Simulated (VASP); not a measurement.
TaN:

```
Ta N
1.0
     2.93800    0.00000    0.00000
    -1.46900    2.54438    0.00000
     0.00000    0.00000    2.88300
Ta N
1 1
Cartesian
  0.0000 1.6963 1.4415
  0.0000 0.0000 0.0000
```

Base run:

* Program: VASP 6.6.1
* Functional: LDA
* Potentials or basis: VASP PAW LDA potentials, release 64 (Ta_sv_GW, N)
* Cutoff: 700 eV
* k mesh: 13 × 13 × 12
* Occupations: gaussian, width 0.1 eV
* Spin: no spin polarisation

Its results: band gap on the k mesh zero (bands 9 and 10 overlap by 0.31 eV); pressure -10.6 GPa.

Problem. The run is repeated on the same cell with these changes: functional from LDA to BLYP; potentials or basis from VASP PAW LDA potentials, release 64 (Ta_sv_GW, N) to VASP PAW PBE potentials, release 64 (Ta_sv_GW, N). What comes out?

Solution. Band gap on the k mesh zero (bands 9 and 10 overlap by 0.32 eV); pressure 16.8 GPa.

Caveats: spin-orbit coupling is left out, which moves the levels of the heavy elements; the cell stands under tension (at least some runs); the cell stands under pressure (at least some runs); the PAW data sets were made with another functional, which shifts forces and pressure a little (at least some runs).
